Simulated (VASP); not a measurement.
# C in VASP: further runs, part 3 of 3

VASP 6.6.1. Earlier steps stand in the parts before.

## 6. Single point, PBE+D3(BJ)

This run uses another cell than the first one, of 71.39 Å³/atom, 1.038 times its volume.

INCAR reads:

```
SYSTEM = C
  PREC = Accurate
  ENCUT = 520
  EDIFF = 1E-7
  ISMEAR = 0
  SIGMA = 0.1
  LREAL = .False.
  LASPH = .True.
  NELM = 80
  ALGO = Normal
  ISIF = 2
  LWAVE = .False.
  LCHARG = .False.
  LDIPOL = .True.
  IDIPOL = 3
  DIPOL = 0.5 0.5 0.500
  GGA = PE
  IVDW = 12
  NBANDS = 11
```

KPOINTS reads:

```
regular mesh
0
Gamma
  21 21 1
  0 0 0
```

POSCAR reads:

```
C
1.0
    2.5180000000      0.0000000000      0.0000000000
   -1.2590000000      2.1806519667      0.0000000000
    0.0000000000      0.0000000000     26.0024170307
C
2
Direct
    0.6666666667      0.3333333333      0.5054994888
    0.3333333333      0.6666666667      0.4945005112
```

Potentials or basis: VASP PAW PBE potentials, release 64 (C).

On the command line:

```
$ cat potpaw_PBE.64/C/POTCAR > POTCAR
$ mpirun -np 1 vasp_std > vasp.out
```

OUTCAR:

```text
SYSTEM = C
   PREC = Accurate
   ENCUT = 520
   EDIFF = 1E-7
   ISMEAR = 0
   LREAL = .False.
   LASPH = .True.
   NELM = 80
   ISIF = 2
   GGA = PE
   IVDW = 12
 IVDW          = 12

 ion  position               nearest neighbor table
   1  0.667  0.333  0.505-   2 1.48   2 1.48   2 1.48
   2  0.333  0.667  0.495-   1 1.48   1 1.48   1 1.48

  LATTYP: Found a hexagonal cell.
 ALAT       =     2.5180000000
 C/A-ratio  =    10.3266151830

  Lattice vectors:

 A1 = (   2.5180000000,   0.0000000000,   0.0000000000)
 A2 = (  -1.2590000000,   2.1806519667,   0.0000000000)
 A3 = (   0.0000000000,   0.0000000000,  26.0024170307)

Analysis of symmetry for initial positions (statically):
=====================================================================
 Subroutine PRICEL returns:
 Original cell was already a primitive cell.

 Routine SETGRP: Setting up the symmetry group for a
 hexagonal supercell.

 Subroutine GETGRP returns: Found 12 space group operations
 (whereof 12 operations were pure point group operations)
 out of a pool of 24 trial point group operations.

The static configuration has the point symmetry D_3d.

Analysis of symmetry for dynamics (positions and initial velocities):
=====================================================================
 Subroutine PRICEL returns:
 Original cell was already a primitive cell.

 Routine SETGRP: Setting up the symmetry group for a
 hexagonal supercell.

 Subroutine GETGRP returns: Found 12 space group operations
 (whereof 12 operations were pure point group operations)
 out of a pool of 24 trial point group operations.

The dynamic configuration has the point symmetry D_3d.

 Subroutine INISYM returns: Found 12 space group operations
 (whereof 12 operations are pure point group operations),
 and found     1 'primitive' translations

----------------------------------------------------------------------------------------

                                     Primitive cell

  volume of cell :     142.7762

  direct lattice vectors                    reciprocal lattice vectors
     2.518000000  0.000000000  0.000000000     0.397140588  0.229289225  0.000000000
    -1.259000000  2.180651967  0.000000000     0.000000000  0.458578451  0.000000000
     0.000000000  0.000000000 26.002417031     0.000000000  0.000000000  0.038457963

  length of vectors
     2.518000000  2.518000000 26.002417031     0.458578451  0.458578451  0.038457963

  position of ions in fractional coordinates (direct lattice)
     0.666666667  0.333333333  0.505499489
     0.333333333  0.666666667  0.494500511

  ion indices of the primitive-cell ions
   primitive index   ion index
                 1           1
                 2           2

----------------------------------------------------------------------------------------

 KPOINTS: regular mesh

Automatic generation of k-mesh.
 Grid dimensions read from file:
 generate k-points for:   21   21    1

 Generating k-lattice:

  Cartesian coordinates                     Fractional coordinates (reciprocal lattice)
[... 43 lines left out ...]
   number of dos      NEDOS =    301   number of ions     NIONS =      2
   total plane-waves  NPLWV =  78400
   dimension x,y,z NGX =    20 NGY =   20 NGZ =  196
   dimension x,y,z NGXF=    40 NGYF=   40 NGZF=  392
   ions per type =               2
   NGX,Y,Z   is equivalent  to a cutoff of  13.20, 13.20, 12.53 a.u.
   NGXF,Y,Z  is equivalent  to a cutoff of  26.41, 26.41, 25.06 a.u.
 SYSTEM =  C
   PREC   = accura    normal or accurate (medium, high low for compatibility)
   ISTART =      0    job   : 0-new  1-cont  2-samecut
   ICHARG =      2    charge: 1-file 2-atom 10-const
   ISPIN  =      1    spin polarized calculation?
   LNONCOLLINEAR =      F non collinear calculations
   LSORBIT =      F    spin-orbit coupling
   LASPH  =      T    aspherical Exc in radial PAW
   ENCUT  =  520.0 eV  38.22 Ry    6.18 a.u.   4.68  4.68 48.35*2*pi/ulx,y,z
   NELM   =     80;   NELMIN=  2; NELMDL= -5     # of ELM steps
   EDIFF  = 0.1E-06   stopping-criterion for ELM
   LREAL  =      F    real-space projection
   EDIFFG = 0.1E-05   stopping-criterion for IOM
   NSW    =      0    number of steps for IOM
   IBRION =     -1    ionic relax: 0-MD 1-quasi-New 2-CG
   NFREE  =      0    steps in history (QN), initial steepest desc. (CG)
   ISIF   =      2    stress and relaxation
   ISYM   =      2    0-nonsym 1-usesym 2-fastsym
   POTIM  = 0.5000    time-step for ionic-motion
   TEBEG  =    0.0;   TEEND  =   0.0 temperature during run
   PSTRESS=    0.0 pullay stress
   NELECT =       8.0000    total number of electrons
   NUPDOWN=      -1.0000    fix difference up-down
   EMIN   =  10.00;   EMAX   =-10.00  energy-range for DOS
   EFERMI =   0.00;   METHOD = LEGACY
   ISMEAR =     0;   SIGMA  =   0.10  broadening in eV -4-tet -1-fermi 0-gaus
   EFERMI_NEDOS =   21; number of points for ismear=-14 and -15
   IALGO  =     38    algorithm
   IMIX   =      4    mixing-type and parameters
     AMIX     =   0.40;   BMIX     =  1.00
     AMIX_MAG =   1.60;   BMIX_MAG =  1.00
  volume/ion in A,a.u.               =      71.39       481.75
  Fermi-wavevector in a.u.,A,eV,Ry     =   0.626450  1.183818  5.339460  0.392439
  Thomas-Fermi vector in A             =   1.687707
   LORBIT       =      0    0 simple, 1 ext, 2 COOP (PROOUT), +10 PAW based schemes
   GGA     = PE    functional components
   LHFCALC =     F    Hartree Fock is set to
   AEXX    =    0.0000 exact exchange contribution
   IVDW    =    12    specifies the selected vdW correction
   LEPSILON=     F    determine dielectric tensor
   LRPA    =     F    only Hartree local field effects (RPA)
 non-spin polarized calculation
 Gauss-broadening in eV      SIGMA  =   0.10
  energy-cutoff  :      520.00
  volume of cell :      142.78
 maximum number of plane-waves:      3889
 NGX is ok and might be reduce to    20
   NGX =  9   NGY =  9   NGZ = 97

 number of electron       8.0000001 magnetization

 dipolmoment           0.000000      0.000000     -0.000000 electrons x Angstroem

 Free energy of the ion-electron system (eV)
  ---------------------------------------------------
  ext. energy  EPLUGINS =         0.00000000
  ---------------------------------------------------
  free energy    TOTEN  =       -17.71293943 eV

  energy without entropy =      -17.71242769  energy(sigma->0) =      -17.71268356

 E-fermi :  -3.5071     XC(G=0):  -1.6764

 val. band max:       -3.5070509584   @ k =   0.3333   0.3333   0.0000
 cond. band min:      -3.5070509549   @ k =   0.3333   0.3333   0.0000
 fundamental gap:      0.0000000035
 Fermi energy:        -3.5070509569

 k-point     1 :       0.0000    0.0000    0.0000
  band No.  band energies     occupation
      1     -22.1219      2.00000
      2     -10.3878      2.00000
      3      -5.7440      2.00000
      4      -5.7440      2.00000
      5      -0.3565      0.00000
      6       0.9234      0.00000
      7       1.1836      0.00000
      8       1.6705      0.00000
      9       1.8224      0.00000
     10       2.8659      0.00000
     11       2.9771      0.00000
[... 309 lines left out ...]
 k-point    24 :       0.1905    0.0952    0.0000
  band No.  band energies     occupation
      1     -20.6706      2.00000
      2      -9.9828      2.00000
      3      -8.7204      2.00000
      4      -8.1075      2.00000
      5       0.7923      0.00000
      6       2.8900      0.00000
      7       3.0556      0.00000
      8       3.3233      0.00000
      9       3.6617      0.00000
     10       4.1333      0.00000
     11       4.8409      0.00000

 [... further k-points ...]

------------------------ aborting loop because EDIFF is reached ----------------------------------------

 vacuum level on the upper side and lower side of the slab       (xc-potential included)        -0.010        -0.010

 Edisp (eV)   -0.17357

 E8    (eV) :    -0.0544

  FORCE on cell =-STRESS in cart. coord.  units (eV):
  Direction    XX          YY          ZZ          XY          YZ          ZX
  --------------------------------------------------------------------------------------
  -------------------------------------------------------------------------------------
  Total      -2.51001    -2.51001    -1.38368     0.00000     0.00000     0.00000
  in kB     -28.16634   -28.16634   -15.52715     0.00000     0.00000     0.00000
  external pressure =      -23.95 kB  Pullay stress =        0.00 kB

 VOLUME and BASIS-vectors are now :
 -----------------------------------------------------------------------------
  energy-cutoff  :      520.00
  volume of cell :      142.78
      direct lattice vectors                 reciprocal lattice vectors
     2.518000000  0.000000000  0.000000000     0.397140588  0.229289225  0.000000000
    -1.259000000  2.180651967  0.000000000     0.000000000  0.458578451  0.000000000
     0.000000000  0.000000000 26.002417031     0.000000000  0.000000000  0.038457963

 POSITION                                       TOTAL-FORCE (eV/Angst)
 -----------------------------------------------------------------------------------
      1.25900      0.72688     13.14421         0.000000     -0.000000     -4.802923
     -0.00000      1.45377     12.85821        -0.000000      0.000000      4.802923
 -----------------------------------------------------------------------------------
    total drift:                               -0.000000      0.000000      0.000000

  FREE ENERGIE OF THE ION-ELECTRON SYSTEM (eV)
  ---------------------------------------------------
  free  energy   TOTEN  =       -17.8865049763 eV

  energy  without entropy=      -17.8859932397  energy(sigma->0) =      -17.88624911

 vacuum level on the upper side and lower side of the slab         1.118         1.118
```

OSZICAR:

```text
N       E                     dE             d eps       ncg     rms          rms(c)
DAV:   1     0.575998679174E+02    0.57600E+02   -0.30102E+03  1080   0.509E+02
DAV:   2    -0.125951489197E+02   -0.70195E+02   -0.58201E+02  1556   0.105E+02
DAV:   3    -0.185463922514E+02   -0.59512E+01   -0.59381E+01  1440   0.424E+01
[... 13 lines left out ...]
DAV:  17    -0.177129358854E+02   -0.16957E-04   -0.25098E-07  1220   0.197E-03    0.678E-04
DAV:  18    -0.177129374588E+02   -0.15734E-05   -0.80680E-09  1390   0.540E-04    0.182E-04
DAV:  19    -0.177129391880E+02   -0.17292E-05   -0.20640E-08  1200   0.427E-04    0.321E-05
DAV:  20    -0.177129393577E+02   -0.16973E-06   -0.70053E-10  1375   0.826E-05    0.135E-05
DAV:  21    -0.177129394263E+02   -0.68593E-07   -0.40399E-10  1296   0.646E-05
   1 F= -.17886505E+02 E0= -.17886249E+02  d E =-.511737E-03
```

Wall time 2.9 min (1 thread of Intel Xeon Platinum 8375C at 2.90GHz (Ice Lake), shared host); peak memory 0.28 GiB.

What came out:

```yaml
Free_energy: -17.8865 eV
Largest_force: 4.803 eV/Å
Band_gap_on_the_k_mesh: zero (filled and empty bands touch)
Dispersion_energy_per_atom: -0.087 eV
```

Forces on the atoms (eV/Å):
```
C    0.000  0.000 -4.803
C    0.000  0.000  4.803
```
